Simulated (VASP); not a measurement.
A run of VASP 6.6.1 is set up as follows.

The input POSCAR:

```
Cu
1.0
    0.0000000000      1.8075000000      1.8075000000
    1.8075000000      0.0000000000      1.8075000000
    1.8075000000      1.8075000000      0.0000000000
Cu
1
Direct
    0.0000000000      0.0000000000      0.0000000000
```

INCAR.step1

```
SYSTEM = Cu
PREC = Accurate
ENCUT = 600
ISMEAR = 0
SIGMA = 0.1
LREAL = .FALSE.
LASPH = .TRUE.
NELM = 100
GGA = PE
ALGO = Normal
EDIFF = 1E-4
LWAVE = .TRUE.
LCHARG = .FALSE.
```

Contents of INCAR.step2:

```
SYSTEM = Cu
PREC = Accurate
ENCUT = 600
EDIFF = 1E-6
ISMEAR = 0
SIGMA = 0.1
LREAL = .FALSE.
LASPH = .TRUE.
NELM = 100
ALGO = Normal
ISIF = 3
LWAVE = .FALSE.
LCHARG = .FALSE.
METAGGA = R2SCAN
LMIXTAU = .TRUE.
IBRION = 2
NSW = 80
EDIFFG = -0.05
PSTRESS = 211.0
ISTART = 1
```

File KPOINTS:

```
regular mesh
0
G
  10 10 10
  0 0 0
```

Potentials or basis: VASP PAW PBE potentials, release 64 (Cu).

Run with:

```bash
$ cat potpaw_PBE.64/Cu/POTCAR > POTCAR
$ cp INCAR.step1 INCAR
$ mpirun -np 1 vasp_std > vasp.out
$ cp INCAR.step2 INCAR
$ mpirun -np 1 vasp_std > vasp.out
```

(1) What does it give for the relaxed cell?

(2) What does it give for the band gap on the k mesh?

(3) What does it give for the relaxed volume?

(4) What does it give for the space group after relaxing (to 0.1 Å)?

Answers

(1) a = 2.447 Å, b = 2.447 Å, c = 2.447 Å, α = 60.00°, β = 60.00°, γ = 60.00°.

(2) zero (an odd number of electrons rules out a gap without spin polarisation).

(3) 10.36 Å³/atom.

(4) Fm-3m (No. 225).

Caveat: the cell is relaxed towards a set pressure, so the run minimises the enthalpy, not the energy; the PAW data sets were made with another functional, which shifts forces and pressure a little.
